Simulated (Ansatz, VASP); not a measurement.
Cl in VASP and in Ansatz

INCAR

```
ALGO = Normal
EDIFF = 1E-6
ENCUT = 520
ISIF = 2
ISMEAR = -1
LASPH = T
LCHARG = F
LREAL = F
LWAVE = F
NBANDS = 22
NELM = 60
PREC = Accurate
SIGMA = 0.05
```

Contents of KPOINTS:

```
k-points
0
Gamma
  9 9 4
```

The input POSCAR:

```
Cl
1.0
    3.2095874883     -1.9303683482      0.0000000000
    3.2095874883      1.9303683482      0.0000000000
    0.0000000000      0.0000000000      8.1006806348
Cl
4
Direct
    0.8627134636      0.1372865364      0.1133641751
    0.6372865364      0.3627134636      0.6133641751
    0.1372865364      0.8627134636      0.8866358249
    0.3627134636      0.6372865364      0.3866358249
```

Input for Ansatz:

```yaml
crystal:
  lattice:
    - [3.2095874883, -1.9303683482, 0.0]
    - [3.2095874883, 1.9303683482, 0.0]
    - [0.0, 0.0, 8.1006806348]
  atoms:
    - { symbol: Cl, position: [0.8627134636, 0.1372865364, 0.1133641751] }
    - { symbol: Cl, position: [0.6372865364, 0.3627134636, 0.6133641751] }
    - { symbol: Cl, position: [0.1372865364, 0.8627134636, 0.8866358249] }
    - { symbol: Cl, position: [0.3627134636, 0.6372865364, 0.3866358249] }
hamiltonian:
  xc: lda
  pseudopotentials:
    kind: paw
    azcp:
      Cl: "pseudopotentials/Cl.paw.azcp"
basis:
  ecutwfc: 420
  fft_grid_basis: typed
kpoints:
  mp_grid: { grid: [9, 9, 4], shift: [0, 0, 0] }
magnetization:
  spin_polarized: false
scf:
  occupations: { method: fermi_dirac, width: 0.05 }
  lower_state_search: "off"
output:
  stress: true
  write_density: true
  write_potential: true
  elf: true
  volumetric_format: npy
```

Alike in both runs: task single point; functional LDA; k mesh 9 × 9 × 4; occupations fermi-dirac, width 0.05 eV; no spin polarisation.

|  | VASP | Ansatz |
| --- | --- | --- |
| version | VASP 6.6.1 | Ansatz 0.2.0 |
| potentials or method | VASP PAW LDA potentials, release 64 (Cl), cutoff 520 eV | plane waves (420 eV) with PAW, scalar-relativistic |
| valence electrons in the cell | 28 | 28 |

Ansatz gave:

| Quantity | Value |
| --- | --- |
| pressure (GPa) | -4.2 |
| traceless stress, the component that is largest in VASP (GPa) | -3.78 |

Question: Estimate VASP's values.

Answer: Pressure (GPa): -4.4; traceless stress, the component that is largest in VASP (GPa): -3.95.

Ansatz warns that its potentials were made for another functional, while VASP's fit it. LDA's correlation is that of Perdew and Zunger in VASP and of Perdew and Wang (1992) in Ansatz.
